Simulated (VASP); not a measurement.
Runs of VASP 6.6.1 on Rh. The structure is that of space group Fm-3m (No. 225), or close to it. The cells are those of the table. 

| cell | cutoff (eV) | gap on the mesh (eV) | pressure (GPa) |
| --- | --- | --- | --- |
| a = 2.687, b = 2.687, c = 3.800 Å, 2 atoms | 550 | none | 1.1 |
| a = 2.660, b = 2.660, c = 3.762 Å, 2 atoms | 550 | none | 10.5 |
| a = 2.687, b = 2.687, c = 3.800 Å, 2 atoms | 520 | none | (a) |
| a = 2.606, b = 2.606, c = 3.906 Å, 2 atoms | 520 | none | (b) |
| a = 2.606, b = 2.606, c = 3.868 Å, 2 atoms | 520 | none | 15.5 |

Alike in all rows: task single point; level r2SCAN; potentials or basis VASP PAW PBE potentials, release 64 (Rh_pv); no spin polarisation; k mesh 20 × 20 × 14; smearing gaussian 0.1 eV.

Problem. Estimate the missing entries.

Solution. (a) 1.2; (b) 12.3.

Caveats: the PAW data sets were made with another functional, which shifts forces and pressure a little; the cell stands under pressure (at least some runs); the stress differs along the axes, from 1 to 18 GPa (at least some runs); the stress differs along the axes, from 6 to 20 GPa (at least some runs).

A k mesh can miss the band edges, and the runs leave out spin-orbit coupling on Rh.

A gap of «none» marks levels without a gap at the run's occupations.
